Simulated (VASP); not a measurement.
Here is a VASP 6.6.1 calculation.

The input INCAR:

```
  PREC = Accurate
  ENCUT = 520
  EDIFF = 1E-6
  ISMEAR = -1
  SIGMA = 0.05
  LREAL = False
  LASPH = True
  NELM = 60
  ALGO = Normal
  ISIF = 2
  LWAVE = False
  LCHARG = False
  GGA = RP
  IVDW = 13
  NBANDS = 16
```

Contents of KPOINTS:

```
regular mesh
0
Gamma
  7 7 5
```

Contents of POSCAR:

```
Te
1.0
    4.4834975484      0.0000000000      0.0000000000
   -2.2417487742      3.8828227747      0.0000000000
    0.0000000000      0.0000000000      5.9632329314
Te
3
Direct
    0.7310000000      0.7310000000      0.0000000000
    0.0000000000      0.2690000000      0.6666666667
    0.2690000000      0.0000000000      0.3333333333
```

Potentials or basis: VASP PAW PBE potentials, release 64 (Te).

Run with:

```console
$ cat potpaw_PBE.64/Te/POTCAR > POTCAR
$ mpirun -np 1 vasp_std > vasp.out
```

Problem. Estimate the band gap on the k mesh.

Solution. 0.67 eV (least direct gap 0.79 eV).

Problem. Estimate the dispersion energy per atom.

Solution. -0.845 eV.

Problem. Predict the largest force.

Solution. 0.096 eV/Å.

Forces in eV/Å, atoms in the order of the input:
```
Te  -0.048 -0.084  0.000
Te  -0.048  0.084  0.000
Te   0.096  0.000  0.000
```

Caveat: semilocal functionals underestimate gaps, and a narrow one can read as zero; the PAW data sets were made with another functional, which shifts forces and pressure a little; spin-orbit coupling is left out, which moves the levels of the heavy elements. A hybrid or GW would open this gap; RPBE tends to underestimate it.
